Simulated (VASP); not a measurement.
LaBPd3, 5 atoms in the cell. It takes space group Pm-3m (No. 221, cubic). The conventional cell has a = 4.172 Å, b = 4.172 Å, c = 4.172 Å, α = 90.00°, β = 90.00°, γ = 90.00°. La (site symmetry m-3m) has 12 Pd at 2.95 Å and 8 B at 3.61 Å within 3.9 Å. B (site symmetry m-3m) has 6 Pd at 2.09 Å within 2.8 Å. Pd (site symmetry 4/mmm) has 2 B at 2.09 Å within 2.8 Å. 

```yaml
Program: VASP 6.6.1
Task: single point
Functional: LDA
Potentials_or_basis: VASP PAW LDA potentials, release 64 (La, B, Pd)
Cutoff: 520 eV
k_mesh: 6 × 6 × 6
Occupations: fermi-dirac, width 0.1 eV
Spin: no spin polarisation
Dipole_correction: no
Further_INCAR_settings: ALGO = Normal; EDIFF = 1e-07; NBANDS = 30
```

Potentials or basis: VASP PAW LDA potentials, release 64 (La, B, Pd).

Command:

```console
$ cat potpaw_LDA.64/La/POTCAR potpaw_LDA.64/B/POTCAR potpaw_LDA.64/Pd/POTCAR > POTCAR
$ mpirun -np 1 vasp_std > vasp.out
```

Hardware: 1 thread of Intel(R) Xeon(R) 6975P-C (Granite Rapids), on a shared host.

Estimate the wall time of this run.

Run time: 17 s on 1 thread of Intel(R) Xeon(R) 6975P-C (Granite Rapids), with other jobs on the host, peak memory 0.19 GiB. Counts: scf iterations 14, k points 20.
